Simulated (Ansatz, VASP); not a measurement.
## Rh: VASP beside Ansatz

Contents of INCAR:

```
SYSTEM = Rh
PREC     = Accurate       ! precision mode
ENCUT    = 500            ! plane-wave cutoff, eV
EDIFF    = 1E-6           ! SCF threshold, eV
ISMEAR   = 0              ! smearing method
SIGMA    = 0.1            ! smearing width, eV
LREAL    = .False.        ! projectors in reciprocal space
LASPH    = .True.         ! aspherical terms in the spheres
NELM     = 200            ! most SCF steps
ALGO     = Normal         ! electronic algorithm
ISIF     = 2              ! what is computed and relaxed
LWAVE    = .False.        ! write WAVECAR
LCHARG   = .False.        ! write CHGCAR
ISPIN    = 2              ! spin polarisation
MAGMOM   = 1 -1           ! initial moments
LORBIT   = 11             ! projections on sites
LMAXMIX  = 4              ! l up to which the mixer works
GGA      = PE             ! functional
NBANDS   = 26             ! bands
GGA_COMPAT= .False.
```

Contents of KPOINTS:

```
Automatic mesh
0
Gamma
  2 2 1
  0 0 0
```

File POSCAR:

```
Rh
1.0
    2.7309790422      0.0000000000      0.0000000000
   -1.3654895211      2.3650972278      0.0000000000
    0.0000000000      0.0000000000      4.4284890000
Rh
2
Direct
    0.6666666667      0.3333333333      0.7500000000
    0.3333333333      0.6666666667      0.2500000000
```

Input for Ansatz:

```yaml
crystal:
  lattice:
    - [2.7309790422, 0.0, 0.0]
    - [-1.3654895211, 2.3650972278, 0.0]
    - [0.0, 0.0, 4.428489]
  atoms:
    - { symbol: Rh, position: [0.6666666667, 0.3333333333, 0.75], spin: 1.0 }
    - { symbol: Rh, position: [0.3333333333, 0.6666666667, 0.25], spin: -1.0 }
basis:
  ecutwfc: 420
  precision: f64
kpoints:
  mp_grid: { grid: [2, 2, 1] }
hamiltonian:
  xc: pbe
scf:
  occupations: { method: gaussian, width: 0.1 }
  lower_state_search: "off"
output:
  forces: true
  stress: true
  eigenvalues: true
  populations: true
magnetization:
  spin_polarized: true
```

Alike in both runs: task single point; functional PBE; k mesh 2 × 2 × 1; occupations gaussian, width 0.1 eV; collinear spin.

|  | VASP | Ansatz |
| --- | --- | --- |
| version | VASP 6.6.1 | Ansatz 0.2.0 |
| potentials or method | VASP PAW PBE potentials, release 64 (Rh_pv), cutoff 500 eV | scalar-relativistic, plane waves, PAW |
| valence electrons in the cell | 30 | 34 |

|  | VASP | Ansatz | Ansatz less VASP |
| --- | --- | --- | --- |
| gap on the k mesh at the Fermi level (eV) | none | none | - |
| pressure (GPa) | 14.1 | 13.6 | -0.43 |
| traceless stress, the component that is largest in VASP (GPa) | -12.35 | -12.23 | +0.119 |
| net moment per atom (μB) | 0.00 | 0.00 | 0.000 |
| size of the moment on the site where the two differ most (μB) | 0.85 | 0.84 | -0.012 |

Site moments also hang on the region over which each program counts them. A gap of «none» marks a metal or a gap that the smearing closes. With one functional, cell and mesh, what is left measures potentials, basis and numerics. VASP's potentials hold 30 valence electrons a cell and Ansatz's 34, so a difference there can come from the potentials and not from the codes. Ansatz's warnings: negative dielectric reading.

The k mesh is coarse, so the values compare programs but aren't converged.
